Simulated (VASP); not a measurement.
HgPt, 2 atoms in the cell. Symmetry: P4/mmm, No. 123, tetragonal system. Conventional cell: a = 3.001 Å, b = 3.001 Å, c = 3.825 Å, α = 90.00°, β = 90.00°, γ = 90.00°. Within 3.9 Å of Hg (site symmetry 4/mmm) lie 8 Pt at 2.86 Å and 6 Hg at 3.00 to 3.83 Å. Within 3.9 Å of Pt (site symmetry 4/mmm) lie 8 Hg at 2.86 Å and 6 Pt at 3.00 to 3.83 Å.  This cell differs from its parent crystal: equal xx and yy strain of +1 %.

```yaml
Program: VASP 6.6.1
Task: single point
Functional: LDA
Potentials_or_basis: VASP PAW LDA potentials, release 64 (Hg, Pt)
Cutoff: 520 eV
k_mesh: 12 × 12 × 10
Occupations: fermi-dirac, width 0.03 eV
Spin: no spin polarisation
Dipole_correction: no
Further_INCAR_settings: ALGO = Normal; EDIFF = 1e-06; NBANDS = 18
```

Potentials or basis: VASP PAW LDA potentials, release 64 (Hg, Pt).

Command:

```console
$ cat potpaw_LDA.64/Hg/POTCAR potpaw_LDA.64/Pt/POTCAR > POTCAR
$ mpirun -np 1 vasp_std > vasp.out
```

Hardware: 1 thread of Oxide Virtual Turin-like Processor, on a shared host.

**Question.** How long does it take, and how much memory?

**Answer.** Wall time 51 s on 1 thread of Oxide Virtual Turin-like Processor (shared host), peak memory 0.18 GiB. Counts: scf iterations 12, k points 168.
